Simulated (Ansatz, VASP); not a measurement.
# Se: VASP beside Ansatz

Contents of INCAR:

```
  ALGO = Normal
  EDIFF = 1E-7
  ENCUT = 520
  GGA = PS
  ISIF = 2
  ISMEAR = -1
  LASPH = T
  LCHARG = F
  LREAL = F
  LWAVE = F
  NBANDS = 27
  NELM = 80
  PREC = Accurate
  SIGMA = 0.01
```

File KPOINTS:

```
k-points
0
Gamma
  6 6 6
```

POSCAR

```
Se
1.0
    5.7186234740      3.3016488021      1.4861073048
   -5.7186234740      3.3016488021      1.4861073048
    0.0000000000     -6.6032976042      1.4861073048
Se
6
Direct
    0.2806600000      0.1625100000      0.9181800000
    0.9181800000      0.2806600000      0.1625100000
    0.1625100000      0.9181800000      0.2806600000
    0.7193400000      0.8374900000      0.0818200000
    0.0818200000      0.7193400000      0.8374900000
    0.8374900000      0.0818200000      0.7193400000
```

Input for Ansatz:

```yaml
crystal:
  lattice:
    - [5.718623474, 3.3016488021, 1.4861073048]
    - [-5.718623474, 3.3016488021, 1.4861073048]
    - [0.0, -6.6032976042, 1.4861073048]
  atoms:
    - { symbol: Se, position: [0.28066, 0.16251, 0.91818] }
    - { symbol: Se, position: [0.91818, 0.28066, 0.16251] }
    - { symbol: Se, position: [0.16251, 0.91818, 0.28066] }
    - { symbol: Se, position: [0.71934, 0.83749, 0.08182] }
    - { symbol: Se, position: [0.08182, 0.71934, 0.83749] }
    - { symbol: Se, position: [0.83749, 0.08182, 0.71934] }
kpoints:
  mp_grid: { grid: [6, 6, 6] }
  band_path:
    path:
      - [0.0, 0.0, 0.0]
      - [0.5, 0.0, 0.0]
      - [0.5, -0.5, 0.5]
      - [0.200433267, -0.799566733, 0.200433267]
      - [0.200433267, 0.200433267, 0.200433267]
      - [0.0, 0.0, 0.0]
      - [0.5, -0.5, 0.0]
    npoints: 5
scf:
  occupations: { method: fermi_dirac, width: 0.01 }
hamiltonian:
  xc: pbesol
  pseudopotentials: { kind: all_electron, lapw: { basis_error: 0.001 } }
output:
  forces: true
  stress: true
  eigenvalues: true
```

Change from the starting cell: volume scaled by 1.02.

Alike in both runs: task single point; functional PBEsol; k mesh 6 × 6 × 6; occupations fermi-dirac, width 0.01 eV; no spin polarisation.

```csv
,VASP,Ansatz
version,VASP 6.6.1,Ansatz 0.2.0
potentials or method,"VASP PAW PBE potentials, release 64 (Se), cutoff 520 eV","all-electron LAPW, scalar-relativistic"
```

|  | VASP | Ansatz | Ansatz less VASP |
| --- | --- | --- | --- |
| gap on the k mesh at the Fermi level (eV) | 1.09 | 1.10 | +0.012 |
| pressure (GPa) | -0.8 | -0.9 | -0.18 |
| traceless stress, the component that is largest in VASP (GPa) | 0.49 | 0.56 | +0.066 |
| rms of the force components (eV/Å) | 0.105 | 0.083 | -0.0218 |

VASP's potentials were made for PBE, not for PBEsol. Atom by atom the forces differ by 0.030 eV/Å (rms over components). Ansatz ran all-electron here, and VASP with PAW potentials.
